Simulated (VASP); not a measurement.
# ReB (P4/mmm) in VASP: a series of runs, part 2 of 3

VASP 6.6.1.

### Step 3. Single point, PBE

This run uses another cell than the first one, of 11.87 Å³/atom.

The input, INCAR:

```
SYSTEM = ReB
PREC = Accurate
ENCUT = 520
EDIFF = 1E-6
ISMEAR = 0
SIGMA = 0.1
LREAL = .False.
LASPH = .True.
NELM = 100
ALGO = Normal
ISIF = 2
LWAVE = .False.
LCHARG = .False.
GGA = PE
NBANDS = 18
```

The input, KPOINTS:

```
Automatic mesh
0
Gamma
  16 16 8
  0 0 0
```

The input, POSCAR:

```
ReB
1.0
    2.8389097328      0.0000000000      0.0000000000
    0.0000000000      2.8389097328      0.0000000000
    0.0000000000      0.0000000000      5.8916187870
Re B
2 2
Direct
    0.5000000000      0.5000000000      0.2147299195
    0.5000000000      0.5000000000      0.7852700805
    0.0000000000      0.5000000000      0.5000000000
    0.5000000000      0.0000000000      0.5000000000
```

Potentials or basis: VASP PAW PBE potentials, release 64 (Re, B).

On the command line:

```
> cat potpaw_PBE.64/Re/POTCAR potpaw_PBE.64/B/POTCAR > POTCAR
> mpirun -np 1 vasp_std > vasp.out
```

OUTCAR:

```text
SYSTEM = ReB
   PREC = Accurate
   ENCUT = 520
   EDIFF = 1E-6
   ISMEAR = 0
   LREAL = .False.
   LASPH = .True.
   NELM = 100
   ISIF = 2
   GGA = PE

 ion  position               nearest neighbor table
   1  0.500  0.500  0.215-   3 2.20   4 2.20   4 2.20   3 2.20   2 2.53   2 3.36
   2  0.500  0.500  0.785-   3 2.20   4 2.20   4 2.20   3 2.20   1 2.53   1 3.36
   3  0.000  0.500  0.500-   4 2.01   4 2.01   4 2.01   4 2.01   1 2.20   2 2.20   1 2.20   2 2.20

   4  0.500  0.000  0.500-   3 2.01   3 2.01   3 2.01   3 2.01   2 2.20   2 2.20   1 2.20   1 2.20

  LATTYP: Found a simple tetragonal cell.
 ALAT       =     2.8389097328
 C/A-ratio  =     2.0753103626

  Lattice vectors:

 A1 = (   2.8389097328,   0.0000000000,   0.0000000000)
 A2 = (   0.0000000000,   2.8389097328,   0.0000000000)
 A3 = (   0.0000000000,   0.0000000000,   5.8916187870)

Analysis of symmetry for initial positions (statically):
=====================================================================
 Subroutine PRICEL returns:
 Original cell was already a primitive cell.

 Routine SETGRP: Setting up the symmetry group for a
 simple tetragonal supercell.

 Subroutine GETGRP returns: Found 16 space group operations
 (whereof 16 operations were pure point group operations)
 out of a pool of 16 trial point group operations.

The static configuration has the point symmetry D_4h.

Analysis of symmetry for dynamics (positions and initial velocities):
=====================================================================
 Subroutine PRICEL returns:
 Original cell was already a primitive cell.

 Routine SETGRP: Setting up the symmetry group for a
 simple tetragonal supercell.

 Subroutine GETGRP returns: Found 16 space group operations
 (whereof 16 operations were pure point group operations)
 out of a pool of 16 trial point group operations.

The dynamic configuration has the point symmetry D_4h.

 Subroutine INISYM returns: Found 16 space group operations
 (whereof 16 operations are pure point group operations),
 and found     1 'primitive' translations

----------------------------------------------------------------------------------------

                                     Primitive cell

  volume of cell :      47.4830

  direct lattice vectors                    reciprocal lattice vectors
     2.838909733  0.000000000  0.000000000     0.352247903  0.000000000  0.000000000
     0.000000000  2.838909733  0.000000000     0.000000000  0.352247903  0.000000000
     0.000000000  0.000000000  5.891618787     0.000000000  0.000000000  0.169732638

  length of vectors
     2.838909733  2.838909733  5.891618787     0.352247903  0.352247903  0.169732638

  position of ions in fractional coordinates (direct lattice)
     0.500000000  0.500000000  0.214729920
     0.500000000  0.500000000  0.785270080
     0.000000000  0.500000000  0.500000000
     0.500000000  0.000000000  0.500000000

  ion indices of the primitive-cell ions
   primitive index   ion index
                 1           1
                 2           2
                 3           3
                 4           4

----------------------------------------------------------------------------------------

 KPOINTS: Automatic mesh

Automatic generation of k-mesh.
 Grid dimensions read from file:
 generate k-points for:   16   16    8

 Generating k-lattice:

  Cartesian coordinates                     Fractional coordinates (reciprocal lattice)
     0.022015494  0.000000000  0.000000000     0.062500000  0.000000000  0.000000000
     0.000000000  0.022015494  0.000000000     0.000000000  0.062500000  0.000000000
     0.000000000  0.000000000  0.021216580     0.000000000  0.000000000  0.125000000

  Length of vectors
     0.022015494  0.022015494  0.021216580

  Shift w.r.t. Gamma in fractional coordinates (k-lattice)
     0.000000000  0.000000000  0.000000000

 Subroutine IBZKPT returns following result:
 ===========================================

 Found    225 irreducible k-points:

 Following reciprocal coordinates:
            Coordinates               Weight
  0.000000  0.000000  0.000000      1.000000
  0.062500  0.000000  0.000000      4.000000
  0.125000  0.000000  0.000000      4.000000
  0.187500  0.000000  0.000000      4.000000
  0.250000  0.000000  0.000000      4.000000
  0.312500  0.000000  0.000000      4.000000
[... 16 lines left out ...]
  0.437500  0.125000  0.000000      8.000000
  0.500000  0.125000  0.000000      4.000000
 [... further k-points ...]
   k-points           NKPTS =    225   k-points in BZ     NKDIM =    225   number of bands    NBANDS=     18
   number of dos      NEDOS =    301   number of ions     NIONS =      4
   total plane-waves  NPLWV =  27648
   dimension x,y,z NGX =    24 NGY =   24 NGZ =   48
   dimension x,y,z NGXF=    48 NGYF=   48 NGZF=   96
   ions per type =               2   2
   NGX,Y,Z   is equivalent  to a cutoff of  14.05, 14.05, 13.54 a.u.
   NGXF,Y,Z  is equivalent  to a cutoff of  28.11, 28.11, 27.09 a.u.
 SYSTEM =  ReB
   PREC   = accura    normal or accurate (medium, high low for compatibility)
   ISTART =      0    job   : 0-new  1-cont  2-samecut
   ICHARG =      2    charge: 1-file 2-atom 10-const
   ISPIN  =      1    spin polarized calculation?
   LNONCOLLINEAR =      F non collinear calculations
   LSORBIT =      F    spin-orbit coupling
   LASPH  =      T    aspherical Exc in radial PAW
   ENCUT  =  520.0 eV  38.22 Ry    6.18 a.u.   5.28  5.28 10.95*2*pi/ulx,y,z
   NELM   =    100;   NELMIN=  2; NELMDL= -5     # of ELM steps
   EDIFF  = 0.1E-05   stopping-criterion for ELM
   LREAL  =      F    real-space projection
   EDIFFG = 0.1E-04   stopping-criterion for IOM
   NSW    =      0    number of steps for IOM
   IBRION =     -1    ionic relax: 0-MD 1-quasi-New 2-CG
   NFREE  =      0    steps in history (QN), initial steepest desc. (CG)
   ISIF   =      2    stress and relaxation
   ISYM   =      2    0-nonsym 1-usesym 2-fastsym
   POTIM  = 0.5000    time-step for ionic-motion
   TEBEG  =    0.0;   TEEND  =   0.0 temperature during run
   PSTRESS=    0.0 pullay stress
   NELECT =      20.0000    total number of electrons
   NUPDOWN=      -1.0000    fix difference up-down
   EMIN   =  10.00;   EMAX   =-10.00  energy-range for DOS
   EFERMI =   0.00;   METHOD = LEGACY
   ISMEAR =     0;   SIGMA  =   0.10  broadening in eV -4-tet -1-fermi 0-gaus
   EFERMI_NEDOS =   21; number of points for ismear=-14 and -15
   IALGO  =     38    algorithm
   IMIX   =      4    mixing-type and parameters
     AMIX     =   0.40;   BMIX     =  1.00
     AMIX_MAG =   1.60;   BMIX_MAG =  1.00
  volume/ion in A,a.u.               =      11.87        80.11
  Fermi-wavevector in a.u.,A,eV,Ry     =   1.227172  2.319019 20.489721  1.505952
  Thomas-Fermi vector in A             =   2.362146
   LORBIT       =      0    0 simple, 1 ext, 2 COOP (PROOUT), +10 PAW based schemes
   GGA     = PE    functional components
   LHFCALC =     F    Hartree Fock is set to
   AEXX    =    0.0000 exact exchange contribution
   IVDW    =     0    specifies the selected vdW correction
   LEPSILON=     F    determine dielectric tensor
   LRPA    =     F    only Hartree local field effects (RPA)
 non-spin polarized calculation
 Gauss-broadening in eV      SIGMA  =   0.10
  energy-cutoff  :      520.00
  volume of cell :       47.48
 maximum number of plane-waves:      1318
 NGX is ok and might be reduce to    24
   NGX = 11   NGY = 11   NGZ = 21

 number of electron      20.0000001 magnetization

 Free energy of the ion-electron system (eV)
  ---------------------------------------------------
  ext. energy  EPLUGINS =         0.00000000
  ---------------------------------------------------
  free energy    TOTEN  =       -35.66584863 eV

  energy without entropy =      -35.64962323  energy(sigma->0) =      -35.65773593

 E-fermi :   6.6635     XC(G=0): -12.5859

 val. band max:        6.6618593711   @ k =   0.1875   0.1875   0.1250
 cond. band min:       6.6682258299   @ k =   0.3125   0.0000   0.3750
 fundamental gap:      0.0063664588
 Fermi energy:         6.6634948368

 k-point     1 :       0.0000    0.0000    0.0000
  band No.  band energies     occupation
      1      -6.7984      2.00000
      2      -0.6392      2.00000
      3       1.1428      2.00000
      4       1.9366      2.00000
      5       2.3765      2.00000
      6       2.8204      2.00000
[... 10 lines left out ...]
     17      15.0805      0.00000
     18      16.7256      0.00000
[... 466 lines left out ...]
      2      -3.2660      2.00000
      3       2.2366      2.00000
      4       2.3201      2.00000
      5       2.6763      2.00000
      6       3.1047      2.00000
[... 10 lines left out ...]
     17      12.4527      0.00000
     18      13.2345      0.00000

 [... further k-points ...]
[... 5 lines left out ...]
  --------------------------------------------------------------------------------------
  -------------------------------------------------------------------------------------
  Total        0.1986733      0.1986733      0.2052036      0.0000000      0.0000000      0.0000000
  in kB        6.7036634      6.7036634      6.9240126      0.0000000      0.0000000      0.0000000
  external PRESSURE =       6.7771131 kB  Pullay stress =       0.0000000 kB

 VOLUME and BASIS-vectors are now :
 -----------------------------------------------------------------------------
  energy-cutoff  :      520.00
  volume of cell :       47.48
      direct lattice vectors                 reciprocal lattice vectors
     2.838909733  0.000000000  0.000000000     0.352247903  0.000000000  0.000000000
     0.000000000  2.838909733  0.000000000     0.000000000  0.352247903  0.000000000
     0.000000000  0.000000000  5.891618787     0.000000000  0.000000000  0.169732638

 POSITION                                       TOTAL-FORCE (eV/Angst)
 -----------------------------------------------------------------------------------
      1.41945      1.41945      1.26511         0.000000     -0.000000     -0.207796
      1.41945      1.41945      4.62651        -0.000000     -0.000000      0.207796
      0.00000      1.41945      2.94581         0.000000      0.000000      0.000000
      1.41945      0.00000      2.94581         0.000000      0.000000      0.000000
 -----------------------------------------------------------------------------------
    total drift:                                0.000000     -0.000000     -0.000000

  FREE ENERGIE OF THE ION-ELECTRON SYSTEM (eV)
  ---------------------------------------------------
  free  energy   TOTEN  =       -35.6658486262 eV

  energy  without entropy=      -35.6496232284  energy(sigma->0) =      -35.65773593
```

OSZICAR:

```text
N       E                     dE             d eps       ncg     rms          rms(c)
DAV:   1     0.465382619433E+02    0.46538E+02   -0.95604E+03 15800   0.127E+03
DAV:   2    -0.357373945877E+02   -0.82276E+02   -0.75724E+02 14856   0.332E+02
DAV:   3    -0.402457970590E+02   -0.45084E+01   -0.41865E+01 13996   0.138E+02
DAV:   4    -0.403611068900E+02   -0.11531E+00   -0.11359E+00 14280   0.113E+01
DAV:   5    -0.403634751745E+02   -0.23683E-02   -0.23629E-02 14568   0.192E+00    0.487E+01
DAV:   6    -0.364766284990E+02    0.38868E+01   -0.21554E+01 15816   0.863E+01    0.845E+00
DAV:   7    -0.358215462261E+02    0.65508E+00   -0.55172E+00 15140   0.293E+01    0.112E+01
DAV:   8    -0.356724381513E+02    0.14911E+00   -0.39776E-01 15500   0.112E+01    0.127E+00
DAV:   9    -0.356662220151E+02    0.62161E-02   -0.36214E-02 14172   0.165E+00    0.360E-01
DAV:  10    -0.356780909635E+02   -0.11869E-01   -0.12110E-01 14632   0.738E-01    0.127E-01
DAV:  11    -0.356658574913E+02    0.12233E-01   -0.52757E-01 13806   0.203E-01    0.278E-02
DAV:  12    -0.356658718841E+02   -0.14393E-04   -0.39844E-05 15142   0.126E-01    0.702E-03
DAV:  13    -0.356658489949E+02    0.22889E-04   -0.16664E-01  5792   0.475E-02    0.784E-03
DAV:  14    -0.356658486262E+02    0.36872E-06   -0.32127E-07  5738   0.190E-02
   1 F= -.35665849E+02 E0= -.35657736E+02  d E =-.162254E-01
```

Run time: 75 s. Hardware: 1 thread of Intel Xeon 6975P-C (Granite Rapids), shared host; peak memory 0.3 GiB.

Results:

```
Free energy            : -35.6658 eV
Pressure               : 0.7 GPa
Largest force          : 0.208 eV/Å
Band gap on the k mesh : zero (bands 10 and 11 overlap by 2.27 eV)
```

Forces on the atoms (eV/Å):
```
Re   0.000  0.000 -0.208
Re   0.000  0.000  0.208
B    0.000  0.000  0.000
B    0.000  0.000  0.000
```

Caveat: spin-orbit coupling is left out, which moves the levels of the heavy elements.

(Part 2 of 3 ends here.)
